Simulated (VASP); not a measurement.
# Co (P6_3/mmc) in VASP: a series of runs

The runs below take Co through relaxation of cell and atoms, with revPBE+D3(BJ), PBE+D4.

Program: VASP 6.6.1. These are calculated values, not measurements. Logs are shortened: lines on timing, memory, paths and dates and some standing lists are left out, and cuts for length are marked.

**1. The cell of the first run**

The structure is hexagonal, space group P6_3/mmc (No. 194). Conventional cell: a = 2.507 Å, b = 2.507 Å, c = 4.070 Å, α = 90.00°, β = 90.00°, γ = 120.00°. Co (site symmetry -6m2) has 12 Co at 2.50 to 2.51 Å within 3.3 Å.

**2. Relaxation of cell and atoms, revPBE+D3(BJ), collinear spin, ferromagnetic start**

File INCAR:

```
  PREC = Accurate
  ENCUT = 600
  EDIFF = 1E-6
  ISMEAR = -1
  SIGMA = 0.1
  LREAL = F
  LASPH = T
  NELM = 150
  ALGO = Normal
  ISIF = 3
  LWAVE = F
  LCHARG = F
  ISPIN = 2
  MAGMOM = 2.5 2.5
  LORBIT = 11
  LMAXMIX = 4
  GGA = RE
  IVDW = 12
  IBRION = 2
  NSW = 80
  EDIFFG = -0.01
```

File KPOINTS:

```
regular mesh
0
Gamma
  12 12 7
```

File POSCAR:

```
Co
1.0
    2.5074000000      0.0000000000      0.0000000000
   -1.2537000000      2.1714700000      0.0000000000
    0.0000000000      0.0000000000      4.0699000000
Co
2
Direct
    0.3333333333      0.6666666667      0.2500000000
    0.6666666667      0.3333333333      0.7500000000
```

Potentials or basis: VASP PAW PBE potentials, release 64 (Co).

Command:

```sh
$ cat potpaw_PBE.64/Co/POTCAR > POTCAR
$ mpirun -np 1 vasp_std > vasp.out
```

OUTCAR:

```text
PREC = Accurate
   ENCUT = 600
   EDIFF = 1E-6
   ISMEAR = -1
   LREAL = F
   LASPH = T
   NELM = 150
   ISIF = 3
   ISPIN = 2
   LORBIT = 11
   GGA = RE
   IVDW = 12
   IBRION = 2
   NSW = 80
   EDIFFG = -0.01
 IVDW          = 12

 ion  position               nearest neighbor table
   1  0.333  0.667  0.250-   2 2.50   2 2.50   2 2.50   2 2.50   2 2.50   2 2.50
   2  0.667  0.333  0.750-   1 2.50   1 2.50   1 2.50   1 2.50   1 2.50   1 2.50

  LATTYP: Found a hexagonal cell.
 ALAT       =     2.5074000000
 C/A-ratio  =     1.6231554598

  Lattice vectors:

 A1 = (   2.5074000000,   0.0000000000,   0.0000000000)
 A2 = (  -1.2537000000,   2.1714700000,   0.0000000000)
 A3 = (   0.0000000000,   0.0000000000,   4.0699000000)

Analysis of symmetry for initial positions (statically):
=====================================================================
 Subroutine PRICEL returns:
 Original cell was already a primitive cell.

 Routine SETGRP: Setting up the symmetry group for a
 hexagonal supercell.

 Subroutine GETGRP returns: Found 24 space group operations
 (whereof 12 operations were pure point group operations)
 out of a pool of 24 trial point group operations.

The static configuration has the point symmetry D_3d.
 The point group associated with its full space group is D_6h.

Analysis of symmetry for dynamics (positions and initial velocities):
=====================================================================
 Subroutine PRICEL returns:
 Original cell was already a primitive cell.

 Routine SETGRP: Setting up the symmetry group for a
 hexagonal supercell.

 Subroutine GETGRP returns: Found 24 space group operations
 (whereof 12 operations were pure point group operations)
 out of a pool of 24 trial point group operations.

The dynamic configuration has the point symmetry D_3d.
 The point group associated with its full space group is D_6h.

Analysis of structural, dynamic, and magnetic symmetry:
=====================================================================
 Subroutine PRICEL returns:
 Original cell was already a primitive cell.

 Routine SETGRP: Setting up the symmetry group for a
 hexagonal supercell.

 Subroutine GETGRP returns: Found 24 space group operations
 (whereof 12 operations were pure point group operations)
 out of a pool of 24 trial point group operations.

The overall configuration has the point symmetry D_3d.
 The point group associated with its full space group is D_6h.

 Subroutine INISYM returns: Found 24 space group operations
 (whereof 12 operations are pure point group operations),
 and found     1 'primitive' translations

----------------------------------------------------------------------------------------

                                     Primitive cell

  volume of cell :      22.1596

  direct lattice vectors                    reciprocal lattice vectors
     2.507400000  0.000000000  0.000000000     0.398819494  0.230258765  0.000000000
    -1.253700000  2.171470000  0.000000000     0.000000000  0.460517530  0.000000000
     0.000000000  0.000000000  4.069900000     0.000000000  0.000000000  0.245706283

  length of vectors
     2.507400000  2.507398184  4.069900000     0.460517196  0.460517530  0.245706283

  position of ions in fractional coordinates (direct lattice)
     0.333333333  0.666666667  0.250000000
     0.666666667  0.333333333  0.750000000

  ion indices of the primitive-cell ions
   primitive index   ion index
                 1           1
                 2           2

----------------------------------------------------------------------------------------

 KPOINTS: regular mesh

Automatic generation of k-mesh.
 Grid dimensions read from file:
 generate k-points for:   12   12    7

 Generating k-lattice:

  Cartesian coordinates                     Fractional coordinates (reciprocal lattice)
     0.033234958  0.019188230  0.000000000     0.083333333  0.000000000  0.000000000
     0.000000000  0.038376461  0.000000000     0.000000000  0.083333333  0.000000000
     0.000000000  0.000000000  0.035100898     0.000000000  0.000000000  0.142857143

  Length of vectors
     0.038376433  0.038376461  0.035100898

  Shift w.r.t. Gamma in fractional coordinates (k-lattice)
     0.000000000  0.000000000  0.000000000

 Subroutine IBZKPT returns following result:
 ===========================================

 Found     76 irreducible k-points:

 Following reciprocal coordinates:
            Coordinates               Weight
  0.000000  0.000000  0.000000      1.000000
  0.083333  0.000000  0.000000      6.000000
  0.166667  0.000000  0.000000      6.000000
  0.250000  0.000000  0.000000      6.000000
  0.333333  0.000000  0.000000      6.000000
  0.416667  0.000000  0.000000      6.000000
[... 16 lines left out ...]
  0.250000  0.000000  0.142857     12.000000
  0.333333  0.000000  0.142857     12.000000
 [... further k-points ...]
   k-points           NKPTS =     76   k-points in BZ     NKDIM =     76   number of bands    NBANDS=     16
   number of dos      NEDOS =    301   number of ions     NIONS =      2
   total plane-waves  NPLWV =  14400
   dimension x,y,z NGX =    20 NGY =   20 NGZ =   36
   dimension x,y,z NGXF=    40 NGYF=   40 NGZF=   72
   ions per type =               2
   NGX,Y,Z   is equivalent  to a cutoff of  13.26, 13.26, 14.71 a.u.
   NGXF,Y,Z  is equivalent  to a cutoff of  26.52, 26.52, 29.41 a.u.
 SYSTEM =  unknown system
   PREC   = accura    normal or accurate (medium, high low for compatibility)
   ISTART =      0    job   : 0-new  1-cont  2-samecut
   ICHARG =      2    charge: 1-file 2-atom 10-const
   ISPIN  =      2    spin polarized calculation?
   LNONCOLLINEAR =      F non collinear calculations
   LSORBIT =      F    spin-orbit coupling
   LASPH  =      T    aspherical Exc in radial PAW
   ENCUT  =  600.0 eV  44.10 Ry    6.64 a.u.   5.01  5.01  8.13*2*pi/ulx,y,z
   NELM   =    150;   NELMIN=  2; NELMDL= -5     # of ELM steps
   EDIFF  = 0.1E-05   stopping-criterion for ELM
   LREAL  =      F    real-space projection
   EDIFFG = -.1E-01   stopping-criterion for IOM
   NSW    =     80    number of steps for IOM
   IBRION =      2    ionic relax: 0-MD 1-quasi-New 2-CG
   NFREE  =      1    steps in history (QN), initial steepest desc. (CG)
   ISIF   =      3    stress and relaxation
   ISYM   =      2    0-nonsym 1-usesym 2-fastsym
   POTIM  = 0.5000    time-step for ionic-motion
   TEBEG  =    0.0;   TEEND  =   0.0 temperature during run
   PSTRESS=    0.0 pullay stress
   NELECT =      18.0000    total number of electrons
   NUPDOWN=      -1.0000    fix difference up-down
   EMIN   =  10.00;   EMAX   =-10.00  energy-range for DOS
   EFERMI =   0.00;   METHOD = LEGACY
   ISMEAR =    -1;   SIGMA  =   0.10  broadening in eV -4-tet -1-fermi 0-gaus
   EFERMI_NEDOS =   21; number of points for ismear=-14 and -15
   IALGO  =     38    algorithm
   IMIX   =      4    mixing-type and parameters
     AMIX     =   0.40;   BMIX     =  1.00
     AMIX_MAG =   1.60;   BMIX_MAG =  1.00
  volume/ion in A,a.u.               =      11.08        74.77
  Fermi-wavevector in a.u.,A,eV,Ry     =   1.527491  2.886539 31.745496  2.333228
  Thomas-Fermi vector in A             =   2.635380
   LORBIT       =     11    0 simple, 1 ext, 2 COOP (PROOUT), +10 PAW based schemes
   GGA     = RE    functional components
   LHFCALC =     F    Hartree Fock is set to
   AEXX    =    0.0000 exact exchange contribution
   IVDW    =    12    specifies the selected vdW correction
   LEPSILON=     F    determine dielectric tensor
   LRPA    =     F    only Hartree local field effects (RPA)
 conjugate gradient relaxation of ions
 spin polarized calculation
  energy-cutoff  :      600.00
  volume of cell :       22.16
 maximum number of plane-waves:       762
 NGX is ok and might be reduce to    20
   NGX =  9   NGY =  9   NGZ = 17

--------------------------------------- Ionic step        1  -------------------------------------------

 number of electron      17.9999999 magnetization       3.2744951

 Free energy of the ion-electron system (eV)
  ---------------------------------------------------
  ext. energy  EPLUGINS =         0.00000000
  ---------------------------------------------------
  free energy    TOTEN  =       -13.27555112 eV

  energy without entropy =      -13.21080380  energy(sigma->0) =      -13.24317746

------------------------ aborting loop because EDIFF is reached ----------------------------------------

 Edisp (eV)   -1.56672

 E8    (eV) :    -1.1008
[... 105 lines left out ...]
  FREE ENERGIE OF THE ION-ELECTRON SYSTEM (eV)
  ---------------------------------------------------
  free  energy   TOTEN  =       -14.8948238080 eV

  energy  without entropy=      -14.8328623210  energy(sigma->0) =      -14.86384306

[... ionic steps 4 to 8 ...]

--------------------------------------- Ionic step        9  -------------------------------------------

 number of electron      18.0000000 magnetization       3.1551532

------------------------ aborting loop because EDIFF is reached ----------------------------------------
[... 75 lines left out ...]
--------------------------------------- Ionic step       11  -------------------------------------------

 number of electron      18.0000000 magnetization       3.1562048

 Free energy of the ion-electron system (eV)
  ---------------------------------------------------
  ext. energy  EPLUGINS =         0.00000000
  ---------------------------------------------------
  free energy    TOTEN  =       -13.22473316 eV

  energy without entropy =      -13.16302799  energy(sigma->0) =      -13.19388057

 E-fermi :  10.9363     XC(G=0): -13.5648

 val. band max:       10.9256967053   @ k =   0.4167   0.0833   0.4286
 cond. band min:      10.9378317325   @ k =   0.2500   0.1667   0.1429
 fundamental gap:      0.0121350272
 Fermi energy:        10.9363210866

 spin component 1

 k-point     1 :       0.0000    0.0000    0.0000
  band No.  band energies     occupation
      1       1.8105      1.00000
      2       5.6194      1.00000
      3       8.2651      1.00000
      4       8.2801      1.00000
      5       8.2801      1.00000
      6       8.6141      1.00000
[... 433 lines left out ...]
      3       6.7785      1.00000
      4       7.5634      1.00000
      5       8.3438      1.00000
      6       8.3630      1.00000
[... 8 lines left out ...]
     15      26.9223      0.00000
     16      28.0389      0.00000

 [... further k-points ...]

 spin component 2

 k-point     1 :       0.0000    0.0000    0.0000
  band No.  band energies     occupation
      1       1.7780      1.00000
      2       6.5491      1.00000
      3       9.8926      0.99997
      4       9.9099      0.99997
      5       9.9099      0.99997
      6      10.3001      0.99828
[... 433 lines left out ...]
      3       7.9133      1.00000
      4       8.8165      1.00000
      5       9.8113      0.99999
      6      10.0273      0.99989
[... 8 lines left out ...]
     15      27.2855      0.00000
     16      28.2368      0.00000

 [... further k-points ...]

------------------------ aborting loop because EDIFF is reached ----------------------------------------

 Edisp (eV)   -1.67019

 E8    (eV) :    -1.1741
[... 25 lines left out ...]
  FREE ENERGIE OF THE ION-ELECTRON SYSTEM (eV)
  ---------------------------------------------------
  free  energy   TOTEN  =       -14.8949235941 eV

  energy  without entropy=      -14.8332184286  energy(sigma->0) =      -14.86407101

 reached required accuracy - stopping structural energy minimisation

 total charge

# of ion       s       p       d       tot
------------------------------------------
    1        0.508   0.559   7.290   8.356
    2        0.508   0.559   7.290   8.356
--------------------------------------------------
tot          1.015   1.117  14.580  16.713

 magnetization (x)

# of ion       s       p       d       tot
------------------------------------------
    1       -0.016  -0.057   1.665   1.592
    2       -0.016  -0.057   1.665   1.592
--------------------------------------------------
tot         -0.032  -0.114   3.329   3.183
```

It took 2.2 min on 1 thread of Intel Xeon 6975P-C (Granite Rapids), shared host; peak memory 0.2 GiB.

What came out:

* Free energy: -14.8949 eV
* Relaxed volume: 10.42 Å³/atom
* Relaxed cell: a = 2.461 Å, b = 2.461 Å, c = 3.975 Å, α = 90.00°, β = 90.00°, γ = 120.00°
* Space group after relaxing (to 0.1 Å): P6_3/mmc (No. 194)
* Energy gained by relaxing: 26.3 meV/atom
* Ionic steps: 11
* Pressure after relaxing: 0.0 GPa
* Net moment: 3.16 μB per cell
* Site moments: Co +1.59 μB
* Valence electrons inside the program's atomic spheres: Co 8.36
* Dispersion energy per atom: -0.835 eV

Step by step:
| step | energy change (eV) | largest force (eV/Å) | pressure (GPa) | volume (Å³) |
| --- | --- | --- | --- | --- |
| 1 | 0.0000 | 0.0000 | -12.08 | 22.16 |
| 2 | 0.0074 | 0.0000 | 16.36 | 19.59 |
| 3 | -0.0526 | 0.0000 | -0.13 | 20.85 |
| 4 | -0.0526 | 0.0000 | 0.12 | 20.83 |
| 5 | -0.0526 | 0.0000 | 0.14 | 20.83 |
| 6 | -0.0526 | 0.0000 | 0.16 | 20.83 |
| 7 | -0.0526 | 0.0000 | 0.14 | 20.83 |
| 8 | -0.0526 | 0.0000 | 0.17 | 20.83 |
| 9 | -0.0526 | 0.0000 | 0.18 | 20.83 |
| 10 | -0.0526 | 0.0000 | -0.18 | 20.86 |
| 11 | -0.0527 | 0.0000 | 0.00 | 20.84 |

Final structure:
```
CELL_PARAMETERS angstrom
2.46063 0.00000 0.00000
-1.23031 2.13096 0.00000
0.00000 0.00000 3.97452
ATOMIC_POSITIONS crystal
Co 0.33333 0.66667 0.25000
Co 0.66667 0.33333 0.75000
```

Caveat: the PAW data sets were made with another functional, which shifts forces and pressure a little.

**3. Relaxation of cell and atoms, PBE+D4, collinear spin, ferromagnetic start**

File INCAR:

```
ALGO = Normal ; EDIFF = 1E-7
EDIFFG = -0.01 ; ENCUT = 600
GGA = PE ; IBRION = 2
ISIF = 3 ; ISMEAR = -1
ISPIN = 2 ; IVDW = 13
LASPH = T ; LCHARG = F
LMAXMIX = 4 ; LORBIT = 11
LREAL = F ; LWAVE = F
MAGMOM = 2.5 2.5 ; NELM = 150
NSW = 80 ; PREC = Accurate
SIGMA = 0.1
```

File KPOINTS:

```
k-points
0
Gamma
  12 12 7
```

POSCAR is that of step 2.

Potentials or basis: VASP PAW PBE potentials, release 64 (Co).

Command:

```sh
$ cat potpaw_PBE.64/Co/POTCAR > POTCAR
$ mpirun -np 1 vasp_std > vasp.out
```

Wall time 4.2 min (1 thread of Intel Xeon Platinum 8259CL at 2.50GHz (Skylake/Cascade Lake), shared host); peak memory 0.19 GiB.

It converged, with:

```yaml
Free_energy: -14.9664 eV
Relaxed_volume: 10.53 Å³/atom
Relaxed_cell: a = 2.470 Å, b = 2.470 Å, c = 3.988 Å, α = 90.00°, β = 90.00°, γ = 120.00°
Space_group_after_relaxing_to_0.1_Å: P6_3/mmc (No. 194)
Energy_gained_by_relaxing: 18.3 meV/atom
Ionic_steps: 8
Pressure_after_relaxing: 0.0 GPa
Net_moment: 3.16 μB per cell
Site_moments: Co +1.59 μB
Valence_electrons_inside_the_program's_atomic_spheres: Co 8.33
Dispersion_energy_per_atom: -0.440 eV
```

Step by step:
```
step  energy change (eV)  largest force (eV/Å)  pressure (GPa)  volume (Å³)
   1              0.0000                0.0000          -10.10        22.16
   2              0.0053                0.0000           13.24        19.99
   3             -0.0364                0.0000           -0.06        21.07
   4             -0.0364                0.0000            0.16        21.05
   5             -0.0365                0.0000            0.15        21.05
   6             -0.0365                0.0000            0.16        21.05
   7             -0.0365                0.0000           -0.15        21.08
   8             -0.0365                0.0000           -0.01        21.06
```

Final structure:
```cif
data_structure
_symmetry_space_group_name_H-M 'P 1'
_symmetry_Int_Tables_number 1
_cell_length_a 2.4695
_cell_length_b 2.4695
_cell_length_c 3.9883
_cell_angle_alpha 90.000
_cell_angle_beta 90.000
_cell_angle_gamma 120.000
_cell_volume 21.06
loop_
_atom_site_label
_atom_site_type_symbol
_atom_site_fract_x
_atom_site_fract_y
_atom_site_fract_z
_atom_site_occupancy
Co1 Co 0.33333 0.66667 0.25000 1
Co2 Co 0.66667 0.33333 0.75000 1
```

Levels at points of the mesh, in eV from the Fermi level:
Spin up:
```tsv
k point	band 8	band 9	band 10	band 11	band 12	band 13	band 14	band 15
(0.00, 0.00, 0.00)	-1.93	-1.93	-0.77	-0.77	-0.07	6.65	22.21	25.07
(0.50, 0.00, 0.00)	-0.64	-0.53	-0.48	1.40	3.48	9.95	10.63	13.03
```
Spin down:
```
           k point  band 5  band 6  band 7  band 8  band 9  band 10
(0.00, 0.00, 0.00)   -1.01   -0.63   -0.63   -0.20   -0.20    -0.12
(0.50, 0.00, 0.00)   -1.18   -1.08   -0.65    1.21    1.35     1.38
```
